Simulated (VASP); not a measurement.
Set up this calculation in VASP 6.6.1, as the native input.

```
Task                   : single point
Functional             : PBE
Potentials or basis    : VASP PAW PBE potentials, release 64 (Cs_sv, Er_3, Te), 4f in core
Cutoff                 : 500 eV
k mesh                 : 3 × 3 × 3
Occupations            : gaussian, width 0.2 eV
Spin                   : no spin polarisation
Dipole correction      : no
Mended                 : yes
Further INCAR settings : ALGO = Normal; EDIFF = 1e-06; NBANDS = 34
```

The structure of Cs4ErTe lies in POSCAR:

```
Cs4ErTe
1.0
    8.1622354738     -0.0000000032      0.0000000000
   -4.0811177342      7.0687032736      0.0000000000
    0.0000000000      0.0000000000      6.4525037440
Cs Er Te
4 1 1
Direct
    0.3333333333      0.6666666667      0.0000000000
    0.6972491098      0.8486245549      0.5000000000
    0.1513754451      0.8486245549      0.5000000000
    0.1513754451      0.3027508902      0.5000000000
    0.6666666667      0.3333333333      0.0000000000
    0.0000000000      0.0000000000      0.0000000000
```

The cell was built from a structure type or drawn by symmetry, and may not be a known phase.

These files were run (other wordings do the same):

INCAR

```
PREC = Accurate
ENCUT = 500
EDIFF = 1E-6
ISMEAR = 0
SIGMA = 0.2
LREAL = F
LASPH = T
NELM = 200
ALGO = Normal
ISIF = 2
LWAVE = F
LCHARG = F
GGA = PE
NBANDS = 34
GGA_COMPAT = F
LMAXMIX = 6
```

KPOINTS

```
regular mesh
0
Gamma
  3 3 3
```

Potentials or basis: VASP PAW PBE potentials, release 64 (Cs_sv, Er_3, Te), 4f in core.

Command:

```sh
$ cat potpaw_PBE.64/Cs_sv/POTCAR potpaw_PBE.64/Er_3/POTCAR potpaw_PBE.64/Te/POTCAR > POTCAR
$ mpirun -np 1 vasp_std > vasp.out
```

It gave:

```
Pressure               : 0.3 GPa
Largest force          : 0.024 eV/Å
Band gap on the k mesh : zero (an odd number of electrons rules out a gap without spin polarisation)
```

Caveat: spin-orbit coupling is left out, which moves the levels of the heavy elements; the 4f electrons are frozen in the core, so they carry no moment and show no levels.

Wall time 58 s on 1 thread of Intel(R) Xeon(R) 6975P-C (Granite Rapids), with other jobs on the host, peak memory 0.44 GiB.
